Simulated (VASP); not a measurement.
# HfB (Fm-3m) in VASP: further runs, part 2 of 2

VASP 6.6.1.

### Step 4. Relaxation of cell and atoms, r2SCAN+U

File POSCAR:

```
HfB
1.0
    0.0000000000      2.3100000000      2.3100000000
    2.3100000000      0.0000000000      2.3100000000
    2.3100000000      2.3100000000      0.0000000000
Hf B
1 1
Direct
    0.5000000000      0.5000000000      0.5000000000
    0.0000000000      0.0000000000      0.0000000000
```

File INCAR.step1:

```
ALGO = Normal ; EDIFF = 1E-4
ENCUT = 600 ; GGA = PE
ISMEAR = -1 ; LASPH = T
LCHARG = F ; LDAU = T
LDAUJ = 0 0 ; LDAUL = 2 -1
LDAUTYPE = 2 ; LDAUU = 2 0
LMAXMIX = 4 ; LREAL = F
LWAVE = T ; NELM = 150
PREC = Accurate ; SIGMA = 0.05
```

File INCAR.step2:

```
ALGO = Normal ; EDIFF = 1E-6
EDIFFG = -0.01 ; ENCUT = 600
IBRION = 2 ; ISIF = 3
ISMEAR = -1 ; ISTART = 1
LASPH = T ; LCHARG = F
LDAU = T ; LDAUJ = 0 0
LDAUL = 2 -1 ; LDAUPRINT = 1
LDAUTYPE = 2 ; LDAUU = 2 0
LMAXMIX = 4 ; LMIXTAU = T
LREAL = F ; LWAVE = F
METAGGA = R2SCAN ; NELM = 150
NSW = 60 ; PREC = Accurate
SIGMA = 0.05
```

File KPOINTS:

```
k-points
0
Gamma
  10 10 10
```

Potentials or basis: VASP PAW PBE potentials, release 64 (Hf_pv, B).

Run with:

```
$ cat potpaw_PBE.64/Hf_pv/POTCAR potpaw_PBE.64/B/POTCAR > POTCAR
$ cp INCAR.step1 INCAR
$ mpirun -np 1 vasp_std > vasp.out
$ cp INCAR.step2 INCAR
$ mpirun -np 1 vasp_std > vasp.out
```

OUTCAR:

```text
EDIFF = 1E-6
   EDIFFG = -0.01
   ENCUT = 600
   IBRION = 2
   ISIF = 3
   ISMEAR = -1
   ISTART = 1
   LASPH = T
   LREAL = F
   METAGGA = R2SCAN
   NELM = 150
   NSW = 60
   PREC = Accurate

 ion  position               nearest neighbor table
   1  0.500  0.500  0.500-   2 2.31   2 2.31   2 2.31   2 2.31   2 2.31   2 2.31
   2  0.000  0.000  0.000-   1 2.31   1 2.31   1 2.31   1 2.31   1 2.31   1 2.31

  LATTYP: Found a face centered cubic cell.
 ALAT       =     4.6200000000

  Lattice vectors:

 A1 = (   0.0000000000,   2.3100000000,   2.3100000000)
 A2 = (   2.3100000000,   0.0000000000,   2.3100000000)
 A3 = (   2.3100000000,   2.3100000000,   0.0000000000)

Analysis of symmetry for initial positions (statically):
=====================================================================
 Subroutine PRICEL returns:
 Original cell was already a primitive cell.

 Routine SETGRP: Setting up the symmetry group for a
 face centered cubic supercell.

 Subroutine GETGRP returns: Found 48 space group operations
 (whereof 48 operations were pure point group operations)
 out of a pool of 48 trial point group operations.

The static configuration has the point symmetry O_h .

Analysis of symmetry for dynamics (positions and initial velocities):
=====================================================================
 Subroutine PRICEL returns:
 Original cell was already a primitive cell.

 Routine SETGRP: Setting up the symmetry group for a
 face centered cubic supercell.

 Subroutine GETGRP returns: Found 48 space group operations
 (whereof 48 operations were pure point group operations)
 out of a pool of 48 trial point group operations.

The dynamic configuration has the point symmetry O_h .

 Subroutine INISYM returns: Found 48 space group operations
 (whereof 48 operations are pure point group operations),
 and found     1 'primitive' translations

----------------------------------------------------------------------------------------

                                     Primitive cell

  volume of cell :      24.6528

  direct lattice vectors                    reciprocal lattice vectors
     0.000000000  2.310000000  2.310000000    -0.216450216  0.216450216  0.216450216
     2.310000000  0.000000000  2.310000000     0.216450216 -0.216450216  0.216450216
     2.310000000  2.310000000  0.000000000     0.216450216  0.216450216 -0.216450216

  length of vectors
     3.266833329  3.266833329  3.266833329     0.374902772  0.374902772  0.374902772

  position of ions in fractional coordinates (direct lattice)
     0.500000000  0.500000000  0.500000000
     0.000000000  0.000000000  0.000000000

  ion indices of the primitive-cell ions
   primitive index   ion index
                 1           1
                 2           2

----------------------------------------------------------------------------------------

[... 125 lines left out ...]

  FORCE on cell =-STRESS in cart. coord.  units (eV):
  Direction    XX          YY          ZZ          XY          YZ          ZX
  --------------------------------------------------------------------------------------
  -------------------------------------------------------------------------------------
  Total        5.7528033      5.7528033      5.7528033      0.0000000      0.0000000      0.0000000
  in kB      373.8730585    373.8730585    373.8730585      0.0000000      0.0000000      0.0000000
  external PRESSURE =     373.8730585 kB  Pullay stress =       0.0000000 kB
[... 89 lines left out ...]
  FREE ENERGIE OF THE ION-ELECTRON SYSTEM (eV)
  ---------------------------------------------------
  free  energy   TOTEN  =       -52.1286919136 eV

  energy  without entropy=      -52.1210175184  energy(sigma->0) =      -52.12485472

[... ionic steps 4 to 12 ...]

--------------------------------------- Ionic step       13  -------------------------------------------

 number of electron      13.0000001 magnetization

------------------------ aborting loop because EDIFF is reached ----------------------------------------
[... 61 lines left out ...]
  FREE ENERGIE OF THE ION-ELECTRON SYSTEM (eV)
  ---------------------------------------------------
  free  energy   TOTEN  =       -52.1297407498 eV

  energy  without entropy=      -52.1219094914  energy(sigma->0) =      -52.12582512

atom =   1  type =  1  l = 2

 onsite density matrix

spin component  1

  0.1012 -0.0000  0.0000 -0.0000 -0.0000
 -0.0000  0.1012 -0.0000 -0.0000 -0.0000
  0.0000 -0.0000  0.2364 -0.0000 -0.0000
 -0.0000 -0.0000 -0.0000  0.1012  0.0000
 -0.0000 -0.0000 -0.0000  0.0000  0.2364

spin component  2

  0.1012 -0.0000  0.0000 -0.0000 -0.0000
 -0.0000  0.1012 -0.0000 -0.0000 -0.0000
  0.0000 -0.0000  0.2364 -0.0000 -0.0000
 -0.0000 -0.0000 -0.0000  0.1012  0.0000
 -0.0000 -0.0000 -0.0000  0.0000  0.2364

 occupancies and eigenvectors

  o =  0.1012  v =  0.0000  0.9689 -0.0000  0.2474 -0.0000  0.0000  0.0000  0.0000  0.0000  0.0000      0.0000  0.0000  0.0000  0.0000  0.0000  0.0000  0.0000  0.0000  0.0000  0.0000
  o =  0.1012  v =  0.0000 -0.2474 -0.0000  0.9689 -0.0000  0.0000  0.0000  0.0000  0.0000  0.0000      0.0000  0.0000  0.0000  0.0000  0.0000  0.0000  0.0000  0.0000  0.0000  0.0000
  o =  0.1012  v =  0.0000  0.0000  0.0000  0.0000  0.0000  0.0000  0.9689 -0.0000  0.2474 -0.0000      0.0000  0.0000  0.0000  0.0000  0.0000  0.0000  0.0000  0.0000  0.0000  0.0000
  o =  0.1012  v =  0.0000  0.0000  0.0000  0.0000  0.0000  0.0000 -0.2474 -0.0000  0.9689 -0.0000      0.0000  0.0000  0.0000  0.0000  0.0000  0.0000  0.0000  0.0000  0.0000  0.0000
  o =  0.1012  v =  0.0000  0.0000  0.0000  0.0000  0.0000  1.0000  0.0000  0.0000  0.0000  0.0000      0.0000  0.0000  0.0000  0.0000  0.0000  0.0000  0.0000  0.0000  0.0000  0.0000
  o =  0.1012  v =  1.0000  0.0000  0.0000  0.0000  0.0000  0.0000  0.0000  0.0000  0.0000  0.0000      0.0000  0.0000  0.0000  0.0000  0.0000  0.0000  0.0000  0.0000  0.0000  0.0000
  o =  0.2364  v =  0.0000  0.0000  0.0000  0.0000  0.0000  0.0000  0.0000 -0.0376 -0.0000 -0.9993      0.0000  0.0000  0.0000  0.0000  0.0000  0.0000  0.0000  0.0000  0.0000  0.0000
  o =  0.2364  v =  0.0000  0.0000 -0.0376 -0.0000 -0.9993  0.0000  0.0000  0.0000  0.0000  0.0000      0.0000  0.0000  0.0000  0.0000  0.0000  0.0000  0.0000  0.0000  0.0000  0.0000
  o =  0.2364  v =  0.0000  0.0000  0.0000  0.0000  0.0000  0.0000  0.0000 -0.9993 -0.0000  0.0376      0.0000  0.0000  0.0000  0.0000  0.0000  0.0000  0.0000  0.0000  0.0000  0.0000
  o =  0.2364  v =  0.0000  0.0000 -0.9993 -0.0000  0.0376  0.0000  0.0000  0.0000  0.0000  0.0000      0.0000  0.0000  0.0000  0.0000  0.0000  0.0000  0.0000  0.0000  0.0000  0.0000

--------------------------------------- Ionic step       15  -------------------------------------------

 number of electron      13.0000001 magnetization

 Free energy of the ion-electron system (eV)
  ---------------------------------------------------
  ext. energy  EPLUGINS =         0.00000000
  ---------------------------------------------------
  free energy    TOTEN  =       -52.12975620 eV

  energy without entropy =      -52.12193940  energy(sigma->0) =      -52.12584780

 E-fermi :   4.3022     XC(G=0): -12.3795

 val. band max:        4.2683459038   @ k =  -0.2000   0.1000   0.0000
 cond. band min:       4.3891452230   @ k =   0.3000   0.2000   0.0000
 fundamental gap:      0.1207993192
 Fermi energy:         4.3022139530

 k-point     1 :       0.0000    0.0000    0.0000
  band No.  band energies     occupation
      1     -26.4138      2.00000
      2     -26.4138      2.00000
      3     -26.4138      2.00000
      4      -5.5004      2.00000
      5       6.8335      0.00000
      6       6.8335      0.00000
      7       6.8335      0.00000
      8       7.8947      0.00000
      9       7.8947      0.00000
     10       7.8947      0.00000
[... 287 lines left out ...]
 k-point    24 :       0.4000    0.3000    0.0000
  band No.  band energies     occupation
      1     -26.7133      2.00000
      2     -26.5365      2.00000
      3     -26.5243      2.00000
      4      -2.7147      2.00000
      5       1.9370      2.00000
      6       3.8811      1.99956
      7       5.3871      0.00000
      8       6.2281      0.00000
      9       9.9862      0.00000
     10      11.6817      0.00000

 [... further k-points ...]

------------------------ aborting loop because EDIFF is reached ----------------------------------------

  FORCE on cell =-STRESS in cart. coord.  units (eV):
  Direction    XX          YY          ZZ          XY          YZ          ZX
  --------------------------------------------------------------------------------------
  -------------------------------------------------------------------------------------
  Total        0.0192619      0.0192619      0.0192619      0.0000000      0.0000000      0.0000000
  in kB        1.0663270      1.0663270      1.0663270      0.0000000      0.0000000      0.0000000
  external PRESSURE =       1.0663270 kB  Pullay stress =       0.0000000 kB
[... 17 lines left out ...]
  FREE ENERGIE OF THE ION-ELECTRON SYSTEM (eV)
  ---------------------------------------------------
  free  energy   TOTEN  =       -52.1297561962 eV

  energy  without entropy=      -52.1219393953  energy(sigma->0) =      -52.12584780

 reached required accuracy - stopping structural energy minimisation
```

It took 7.1 min on 1 thread of Intel Xeon 6975P-C (Granite Rapids), shared host; peak memory 0.18 GiB.

Results:

```yaml
Free_energy: -52.1298 eV
Relaxed_volume: 14.47 Å³/atom
Relaxed_cell: a = 3.446 Å, b = 3.446 Å, c = 3.446 Å, α = 60.00°, β = 60.00°, γ = 60.00°
Space_group_after_relaxing_to_0.1_Å: Fm-3m (No. 225)
Energy_gained_by_relaxing: 221.7 meV/atom
Ionic_steps: 15
Pressure_after_relaxing: 0.1 GPa
Band_gap_on_the_k_mesh: zero (an odd number of electrons rules out a gap without spin polarisation)
```

Step by step:
| step | energy change (eV) | largest force (eV/Å) | pressure (GPa) | volume (Å³) |
| --- | --- | --- | --- | --- |
| 1 | 0.0000 | 0.0000 | 37.39 | 24.65 |
| 2 | 0.2622 | 0.0000 | -25.21 | 36.41 |
| 3 | -0.4424 | 0.0000 | -1.45 | 29.21 |
| 4 | -0.4434 | 0.0000 | -0.23 | 29.00 |
| 5 | -0.4434 | 0.0000 | 0.46 | 28.91 |
| 6 | -0.4434 | 0.0000 | 0.32 | 28.91 |
| 7 | -0.4434 | 0.0000 | 0.32 | 28.92 |
| 8 | -0.4434 | 0.0000 | 0.27 | 28.92 |
| 9 | -0.4434 | 0.0000 | 0.27 | 28.92 |
| 10 | -0.4434 | 0.0000 | 0.27 | 28.92 |
| 11 | -0.4434 | 0.0000 | 0.27 | 28.92 |
| 12 | -0.4434 | 0.0000 | 0.27 | 28.92 |
| 13 | -0.4434 | 0.0000 | 0.27 | 28.92 |
| 14 | -0.4434 | 0.0000 | 0.26 | 28.93 |
| 15 | -0.4434 | 0.0000 | 0.11 | 28.94 |

Final structure:
```
Hf B
1.0
     0.00000    2.43685    2.43685
     2.43685    0.00000    2.43685
     2.43685    2.43685    0.00000
Hf B
1 1
Direct
  0.50000 0.50000 0.50000
  0.00000 0.00000 0.00000
```

Levels at points of the mesh, in eV from the Fermi level:
```
           k point  band 5  band 6  band 7  band 8  band 9  band 10
(0.00, 0.00, 0.00)    2.53    2.53    2.53    3.59    3.59     3.59
(0.50, 0.00, 0.00)   -4.82   -1.13   -1.13    6.20    6.20     6.96
(0.50, 0.50, 0.00)   -1.71   -0.48    1.77    1.77    5.53     7.38
```

Eigenvalues of the final occupation matrices:
```tsv
site	spin	trace	eigenvalues
site 1 d	1	0.78	0.10 0.10 0.10 0.24 0.24
site 1 d	2	0.78	0.10 0.10 0.10 0.24 0.24
```

Caveat: the volume moved by over 15 % at a fixed basis, so the end points are rough; the PAW data sets were made with another functional, which shifts forces and pressure a little; spin-orbit coupling is left out, which moves the levels of the heavy elements; U without spin polarisation on a metal has little footing; the U is typed as a test and isn't derived for this compound. Zero-point motion and thermal expansion aren't in these numbers.

### Step 5. Summary

```tsv
level	U	k mesh	grid for exact exchange (PRECFOCK)	share of exact exchange	gap on the mesh (eV)	pressure (GPa)	relaxed volume (Å³/atom)
PBE0	-	5 × 5 × 5	Normal	0.25	none	0.0	13.95
PBEsol-based global hybrid with 25 % exact exchange	-	5 × 5 × 5	Normal	0.25	none	-0.1	13.69
r2SCAN+U	Hf d U = 2.0 eV	10 × 10 × 10	-	-	none	0.1	14.47
```

Alike in all rows: task relaxation of cell and atoms; potentials or basis VASP PAW PBE potentials, release 64 (Hf_pv, B); no spin polarisation; cell relaxed; cutoff (eV) 600; smearing fermi-dirac 0.05 eV.

Caveats: some runs use coarse meshes; the PAW data sets were made with another functional, which shifts forces and pressure a little; spin-orbit coupling is left out, which moves the levels of the heavy elements; the volume moved by over 15 % at a fixed basis, so the end points are rough (at least some runs); U without spin polarisation on a metal has little footing (at least some runs); the U is typed as a test and isn't derived for this compound (at least some runs).

Total energies depend on the potentials used, so only differences within one code and one set of settings carry meaning.

The gap in the log of VASP goes by the Fermi energy; the results here count the filled bands.